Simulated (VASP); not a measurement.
Write the native input for VASP 6.6.1 that does the following.

```yaml
Task: single point
Functional: RPBE
Potentials_or_basis: VASP PAW PBE potentials, release 64 (Ni)
Cutoff: 520 eV
k_mesh: 13 × 13 × 13
Occupations: fermi-dirac, width 0.05 eV
Spin: collinear spin, ferromagnetic start
Starting_moments: "[-0.65, -0.65] μB"
Dipole_correction: no
Further_INCAR_settings: ALGO = Normal; EDIFF = 1e-06; NBANDS = 21
```

The structure of Ni lies in POSCAR:

```
Ni
1.0
    0.0000000000      2.3801859414      2.3801859414
    2.3801859414      0.0000000000      2.3801859414
    2.3801859414      2.3801859414      0.0000000000
Ni
2
Direct
    0.0000000000      0.0000000000      0.0000000000
    0.5000000000      0.5000000000      0.5000000000
```

This isn't the form of Ni at room conditions, which is fcc.

One way to write it, as run:

INCAR

```
PREC = Accurate
ENCUT = 520
EDIFF = 1E-6
ISMEAR = -1
SIGMA = 0.05
LREAL = False
LASPH = True
NELM = 150
ALGO = Normal
ISIF = 2
LWAVE = False
LCHARG = True
ISPIN = 2
MAGMOM = -0.65 -0.65
LORBIT = 11
LMAXMIX = 4
GGA = RP
LELF = True
LVHAR = True
NBANDS = 21
```

KPOINTS

```
Automatic mesh
0
Gamma
  13 13 13
```

Potentials or basis: VASP PAW PBE potentials, release 64 (Ni).

Launch:

```console
$ cat potpaw_PBE.64/Ni/POTCAR > POTCAR
$ mpirun -np 1 vasp_std > vasp.out
```

It gave:

```yaml
Pressure: -3.4 GPa
Net_moment: -1.30 μB per cell
Site_moments: Ni -0.66 μB
Valence_electrons_inside_the_program's_atomic_spheres: Ni 9.15
```

Caveat: the cell stands under tension; the PAW data sets were made with another functional, which shifts forces and pressure a little.

Run time: 74 s on 1 thread of Intel(R) Xeon(R) 6975P-C (Granite Rapids), on a shared host, peak memory 0.21 GiB.
